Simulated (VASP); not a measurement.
Set up this calculation in VASP 6.6.1, as the native input.

```
Task                   : single point
Functional             : LDA
Potentials or basis    : VASP PAW LDA potentials, release 64 (Ca_sv, O)
Cutoff                 : 520 eV
k mesh                 : 8 × 8 × 8
Occupations            : gaussian, width 0.05 eV
Spin                   : no spin polarisation
Dipole correction      : no
Further INCAR settings : ALGO = Normal; EDIFF = 1e-06; NBANDS = 15
```

The structure of CaO lies in POSCAR:

```
CaO
1.0
    0.0000000000      2.4857350000      2.3755300000
    2.4857350000      0.0000000000      2.3755300000
    2.4857350000      2.4857350000      0.0000000000
Ca O
1 1
Direct
    0.0000000000      0.0000000000      0.0000000000
    0.5000000000      0.5000000000      0.5000000000
```

This cell differs from its parent crystal: strain +0.015 along x and y, -0.030 along z.

These files were run (other wordings do the same):

INCAR

```
SYSTEM = CaO
PREC = Accurate ; ENCUT = 520
EDIFF = 1E-6 ; ISMEAR = 0
SIGMA = 0.05 ; LREAL = .False.
LASPH = .True. ; NELM = 100
ALGO = Normal ; ISIF = 2
LWAVE = .False. ; LCHARG = .False.
NBANDS = 15
```

KPOINTS

```
Automatic mesh
0
Gamma
  8 8 8
  0 0 0
```

Potentials or basis: VASP PAW LDA potentials, release 64 (Ca_sv, O).

Run with:

```sh
$ cat potpaw_LDA.64/Ca_sv/POTCAR potpaw_LDA.64/O/POTCAR > POTCAR
$ mpirun -np 1 vasp_std > vasp.out
```

It gave:

- Pressure: -10.7 GPa
- Band gap on the k mesh: 3.32 eV, indirect (least direct gap 3.84 eV)

Caveat: the cell differs from its parent crystal (strain +0.015 along x and y, -0.030 along z).

Run time: 17 s on 1 thread of Intel(R) Xeon(R) Platinum 8488C (Sapphire Rapids), with other jobs on the host, peak memory 0.16 GiB.
